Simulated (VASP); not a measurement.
Set up this calculation in VASP 6.6.1, as the native input.

* Task: single point
* Functional: PBE
* Potentials or basis: VASP PAW PBE potentials, release 64 (Si, W_sv)
* Cutoff: 520 eV
* k mesh: 14 × 14 × 14
* Occupations: gaussian, width 0.15 eV
* Spin: no spin polarisation
* Dipole correction: no
* Further INCAR settings: ALGO = Fast; EDIFF = 1e-07; NBANDS = 31

The structure of SiW3 lies in POSCAR:

```
SiW3
1.0
   -2.6037661906      2.6037661906      2.7209356692
    2.6037661906     -2.6037661906      2.7209356692
    2.6037661906      2.6037661906     -2.7209356692
Si W
1 3
Direct
    0.0000000000      0.0000000000      0.0000000000
    0.5000000000      0.5000000000      0.0000000000
    0.5000000000      0.0000000000      0.5000000000
    0.0000000000      0.5000000000      0.5000000000
```

This cell differs from its parent crystal: strain +0.0450 x Voigt [0, 0, 1, 0, 0, 0].

The input as run:

INCAR

```
SYSTEM = SiW3
PREC = Accurate ; ENCUT = 520
EDIFF = 1E-7 ; ISMEAR = 0
SIGMA = 0.15 ; LREAL = .FALSE.
LASPH = .TRUE. ; NELM = 100
ALGO = Fast ; ISIF = 2
LWAVE = .FALSE. ; LCHARG = .FALSE.
GGA = PE ; NBANDS = 31
```

KPOINTS

```
Automatic mesh
0
G
  14 14 14
  0 0 0
```

Potentials or basis: VASP PAW PBE potentials, release 64 (Si, W_sv).

Launch:

```bash
$ cat potpaw_PBE.64/Si/POTCAR potpaw_PBE.64/W_sv/POTCAR > POTCAR
$ mpirun -np 1 vasp_std > vasp.out
```

It gave:

| Item | Value |
| --- | --- |
| Pressure | -6.7 GPa |
| Band gap on the k mesh | zero (bands 23 and 24 overlap by 1.60 eV) |

Caveat: the cell differs from its parent crystal (strain +0.0450 x Voigt [0, 0, 1, 0, 0, 0]); the stress differs along the axes, from -14 to -3 GPa; spin-orbit coupling is left out, which moves the levels of the heavy elements.

Run time: 5.7 min on 1 thread of Intel(R) Xeon(R) 6975P-C (Granite Rapids) (shared host), peak memory 0.53 GiB.
